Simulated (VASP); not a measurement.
# Mo (Im-3m) in VASP: further runs, part 2 of 2

VASP 6.6.1. Earlier steps stand in the parts before.

### 3 Single point, PBE

This run uses another cell than the first one, of 15.79 Å³/atom, 1.102 times its volume.

File INCAR:

```
  PREC = Accurate
  ENCUT = 520
  EDIFF = 1E-6
  ISMEAR = -1
  SIGMA = 0.05
  LREAL = False
  LASPH = True
  NELM = 80
  ALGO = Normal
  ISIF = 2
  LWAVE = False
  LCHARG = False
  GGA = PE
  NBANDS = 13
```

File KPOINTS:

```
Automatic mesh
0
Gamma
  18 18 18
```

File POSCAR:

```
Mo
1.0
   -1.5802780018      1.5802780018      1.5802780018
    1.5802780018     -1.5802780018      1.5802780018
    1.5802780018      1.5802780018     -1.5802780018
Mo
1
Direct
    0.0000000000      0.0000000000      0.0000000000
```

Potentials or basis: VASP PAW PBE potentials, release 64 (Mo_sv).

The run is started by

```sh
$ cat potpaw_PBE.64/Mo_sv/POTCAR > POTCAR
$ mpirun -np 1 vasp_std > vasp.out
```

OUTCAR:

```text
PREC = Accurate
   ENCUT = 520
   EDIFF = 1E-6
   ISMEAR = -1
   LREAL = False
   LASPH = True
   NELM = 80
   ISIF = 2
   GGA = PE

 ion  position               nearest neighbor table
   1  0.000  0.000  0.000-

  LATTYP: Found a body centered cubic cell.
 ALAT       =     3.1605560036

  Lattice vectors:

 A1 = (  -1.5802780018,   1.5802780018,   1.5802780018)
 A2 = (   1.5802780018,  -1.5802780018,   1.5802780018)
 A3 = (   1.5802780018,   1.5802780018,  -1.5802780018)

Analysis of symmetry for initial positions (statically):
=====================================================================
 Subroutine PRICEL returns:
 Original cell was already a primitive cell.

 Routine SETGRP: Setting up the symmetry group for a
 body centered cubic supercell.

 Subroutine GETGRP returns: Found 48 space group operations
 (whereof 48 operations were pure point group operations)
 out of a pool of 48 trial point group operations.

The static configuration has the point symmetry O_h .

Analysis of symmetry for dynamics (positions and initial velocities):
=====================================================================
 Subroutine PRICEL returns:
 Original cell was already a primitive cell.

 Routine SETGRP: Setting up the symmetry group for a
 body centered cubic supercell.

 Subroutine GETGRP returns: Found 48 space group operations
 (whereof 48 operations were pure point group operations)
 out of a pool of 48 trial point group operations.

The dynamic configuration has the point symmetry O_h .

 Subroutine INISYM returns: Found 48 space group operations
 (whereof 48 operations are pure point group operations),
 and found     1 'primitive' translations

----------------------------------------------------------------------------------------

                                     Primitive cell

  volume of cell :      15.7856

  direct lattice vectors                    reciprocal lattice vectors
    -1.580278002  1.580278002  1.580278002     0.000000000  0.316400025  0.316400025
     1.580278002 -1.580278002  1.580278002     0.316400025  0.000000000  0.316400025
     1.580278002  1.580278002 -1.580278002     0.316400025  0.316400025  0.000000000

  length of vectors
     2.737121789  2.737121789  2.737121789     0.447457207  0.447457207  0.447457207

  position of ions in fractional coordinates (direct lattice)
     0.000000000  0.000000000  0.000000000

  ion indices of the primitive-cell ions
   primitive index   ion index
                 1           1

----------------------------------------------------------------------------------------

 KPOINTS: Automatic mesh

Automatic generation of k-mesh.
 Grid dimensions read from file:
 generate k-points for:   18   18   18

 Generating k-lattice:

  Cartesian coordinates                     Fractional coordinates (reciprocal lattice)
     0.000000000  0.017577779  0.017577779     0.055555556  0.000000000  0.000000000
     0.017577779  0.000000000  0.017577779     0.000000000  0.055555556  0.000000000
     0.017577779  0.017577779  0.000000000     0.000000000  0.000000000  0.055555556

  Length of vectors
     0.024858734  0.024858734  0.024858734

  Shift w.r.t. Gamma in fractional coordinates (k-lattice)
     0.000000000  0.000000000  0.000000000

 Subroutine IBZKPT returns following result:
 ===========================================

 Found    195 irreducible k-points:

 Following reciprocal coordinates:
            Coordinates               Weight
  0.000000  0.000000  0.000000      1.000000
  0.055556  0.000000  0.000000     12.000000
  0.111111  0.000000  0.000000     12.000000
  0.166667  0.000000  0.000000     12.000000
  0.222222  0.000000  0.000000     12.000000
  0.277778  0.000000  0.000000     12.000000
[... 16 lines left out ...]
  0.333333  0.111111  0.000000     48.000000
  0.388889  0.111111  0.000000     48.000000
 [... further k-points ...]
   k-points           NKPTS =    195   k-points in BZ     NKDIM =    195   number of bands    NBANDS=     13
   number of dos      NEDOS =    301   number of ions     NIONS =      1
   total plane-waves  NPLWV =   8000
   dimension x,y,z NGX =    20 NGY =   20 NGZ =   20
   dimension x,y,z NGXF=    40 NGYF=   40 NGZF=   40
   ions per type =               1
   NGX,Y,Z   is equivalent  to a cutoff of  12.15, 12.15, 12.15 a.u.
   NGXF,Y,Z  is equivalent  to a cutoff of  24.30, 24.30, 24.30 a.u.
 SYSTEM =  unknown system
   PREC   = accura    normal or accurate (medium, high low for compatibility)
   ISTART =      0    job   : 0-new  1-cont  2-samecut
   ICHARG =      2    charge: 1-file 2-atom 10-const
   ISPIN  =      1    spin polarized calculation?
   LNONCOLLINEAR =      F non collinear calculations
   LSORBIT =      F    spin-orbit coupling
   LASPH  =      T    aspherical Exc in radial PAW
   ENCUT  =  520.0 eV  38.22 Ry    6.18 a.u.   5.09  5.09  5.09*2*pi/ulx,y,z
   NELM   =     80;   NELMIN=  2; NELMDL= -5     # of ELM steps
   EDIFF  = 0.1E-05   stopping-criterion for ELM
   LREAL  =      F    real-space projection
   EDIFFG = 0.1E-04   stopping-criterion for IOM
   NSW    =      0    number of steps for IOM
   IBRION =     -1    ionic relax: 0-MD 1-quasi-New 2-CG
   NFREE  =      0    steps in history (QN), initial steepest desc. (CG)
   ISIF   =      2    stress and relaxation
   ISYM   =      2    0-nonsym 1-usesym 2-fastsym
   POTIM  = 0.5000    time-step for ionic-motion
   TEBEG  =    0.0;   TEEND  =   0.0 temperature during run
   PSTRESS=    0.0 pullay stress
   NELECT =      14.0000    total number of electrons
   NUPDOWN=      -1.0000    fix difference up-down
   EMIN   =  10.00;   EMAX   =-10.00  energy-range for DOS
   EFERMI =   0.00;   METHOD = LEGACY
   ISMEAR =    -1;   SIGMA  =   0.05  broadening in eV -4-tet -1-fermi 0-gaus
   EFERMI_NEDOS =   21; number of points for ismear=-14 and -15
   IALGO  =     38    algorithm
   IMIX   =      4    mixing-type and parameters
     AMIX     =   0.40;   BMIX     =  1.00
     AMIX_MAG =   1.60;   BMIX_MAG =  1.00
  volume/ion in A,a.u.               =      15.79       106.53
  Fermi-wavevector in a.u.,A,eV,Ry     =   1.572886  2.972324 33.660427  2.473972
  Thomas-Fermi vector in A             =   2.674253
   LORBIT       =      0    0 simple, 1 ext, 2 COOP (PROOUT), +10 PAW based schemes
   GGA     = PE    functional components
   LHFCALC =     F    Hartree Fock is set to
   AEXX    =    0.0000 exact exchange contribution
   IVDW    =     0    specifies the selected vdW correction
   LEPSILON=     F    determine dielectric tensor
   LRPA    =     F    only Hartree local field effects (RPA)
 non-spin polarized calculation
  energy-cutoff  :      520.00
  volume of cell :       15.79
 maximum number of plane-waves:       438
   NGX = 11   NGY = 11   NGZ = 11

 number of electron      14.0000004 magnetization

 Free energy of the ion-electron system (eV)
  ---------------------------------------------------
  ext. energy  EPLUGINS =         0.00000000
  ---------------------------------------------------
  free energy    TOTEN  =       -10.93590872 eV

  energy without entropy =      -10.93106397  energy(sigma->0) =      -10.93348634

 E-fermi :  12.4538     XC(G=0): -13.3353

 val. band max:       12.4341875587   @ k =   0.3889   0.1111   0.0000
 cond. band min:      12.4576410778   @ k =  -0.3889   0.4444   0.2778
 fundamental gap:      0.0234535191
 Fermi energy:        12.4537601219

 k-point     1 :       0.0000    0.0000    0.0000
  band No.  band energies     occupation
      1     -48.8435      2.00000
      2     -22.1320      2.00000
      3     -22.1320      2.00000
      4     -22.1320      2.00000
      5       5.2331      2.00000
      6      11.0910      2.00000
      7      11.0910      2.00000
      8      11.0910      2.00000
      9      14.0806      0.00000
     10      14.0806      0.00000
     11      27.2534      0.00000
     12      27.2534      0.00000
     13      27.2534      0.00000

 k-point     2 :       0.0556    0.0000    0.0000
  band No.  band energies     occupation
      1     -48.8359      2.00000
      2     -22.1758      2.00000
      3     -22.1455      2.00000
      4     -22.1323      2.00000
      5       5.3689      2.00000
      6      11.0146      2.00000
      7      11.0790      2.00000
      8      11.2176      2.00000
      9      13.9669      0.00000
     10      14.0826      0.00000
     11      27.3553      0.00000
[... 339 lines left out ...]
 k-point    24 :       0.3889    0.1111    0.0000
  band No.  band energies     occupation
      1     -48.5890      2.00000
      2     -23.4049      2.00000
      3     -22.6029      2.00000
      4     -22.2017      2.00000
      5       7.5789      2.00000
      6       9.2357      2.00000
      7      12.4342      1.19326
      8      13.9807      0.00000
      9      15.0991      0.00000
     10      17.7547      0.00000
     11      24.0187      0.00000
     12      25.1804      0.00000
     13      29.3125      0.00000

 [... further k-points ...]
[... 5 lines left out ...]
  --------------------------------------------------------------------------------------
  -------------------------------------------------------------------------------------
  Total        0.0500772      0.0500772      0.0500772      0.0000000      0.0000000     -0.0000000
  in kB        5.0826542      5.0826542      5.0826542      0.0000000      0.0000000     -0.0000000
  external PRESSURE =       5.0826542 kB  Pullay stress =       0.0000000 kB

 VOLUME and BASIS-vectors are now :
 -----------------------------------------------------------------------------
  energy-cutoff  :      520.00
  volume of cell :       15.79
      direct lattice vectors                 reciprocal lattice vectors
    -1.580278002  1.580278002  1.580278002     0.000000000  0.316400025  0.316400025
     1.580278002 -1.580278002  1.580278002     0.316400025  0.000000000  0.316400025
     1.580278002  1.580278002 -1.580278002     0.316400025  0.316400025  0.000000000

 POSITION                                       TOTAL-FORCE (eV/Angst)
 -----------------------------------------------------------------------------------
      0.00000      0.00000      0.00000         0.000000      0.000000     -0.000000
 -----------------------------------------------------------------------------------
    total drift:                                0.000000     -0.000000      0.000000

  FREE ENERGIE OF THE ION-ELECTRON SYSTEM (eV)
  ---------------------------------------------------
  free  energy   TOTEN  =       -10.9359087182 eV

  energy  without entropy=      -10.9310639709  energy(sigma->0) =      -10.93348634
```

OSZICAR:

```text
N       E                     dE             d eps       ncg     rms          rms(c)
DAV:   1     0.906470678053E+02    0.90647E+02   -0.80438E+03  5139   0.110E+03
DAV:   2    -0.104560211295E+02   -0.10110E+03   -0.97440E+02  5870   0.310E+02
DAV:   3    -0.115985485640E+02   -0.11425E+01   -0.11378E+01  5610   0.327E+01
DAV:   4    -0.116012338620E+02   -0.26853E-02   -0.26852E-02  5760   0.191E+00
DAV:   5    -0.116012510952E+02   -0.17233E-04   -0.17234E-04  5650   0.137E-01    0.144E+01
DAV:   6    -0.110179423297E+02    0.58331E+00   -0.73009E-01  5230   0.105E+01    0.385E+00
DAV:   7    -0.109395426866E+02    0.78400E-01   -0.14207E-01  5600   0.440E+00    0.957E-01
DAV:   8    -0.109358282964E+02    0.37144E-02   -0.40184E-03  5300   0.809E-01    0.190E-01
DAV:   9    -0.109358984148E+02   -0.70118E-04   -0.98709E-05  5905   0.122E-01    0.805E-02
DAV:  10    -0.109359085235E+02   -0.10109E-04   -0.12777E-05  5270   0.419E-02    0.725E-03
DAV:  11    -0.109359087182E+02   -0.19469E-06   -0.13560E-07  3065   0.400E-03
   1 F= -.10935909E+02 E0= -.10933486E+02  d E =-.484475E-02
```

Run time: 20 s. Hardware: 1 thread of AMD EPYC 7R13 (Zen 3), shared host; peak memory 0.12 GiB.

Results:

```
Free energy            : -10.9359 eV
Pressure               : 0.5 GPa
Band gap on the k mesh : zero (band 7 reaches 16.36 eV, above the bottom of band 8 at 11.09 eV)
```
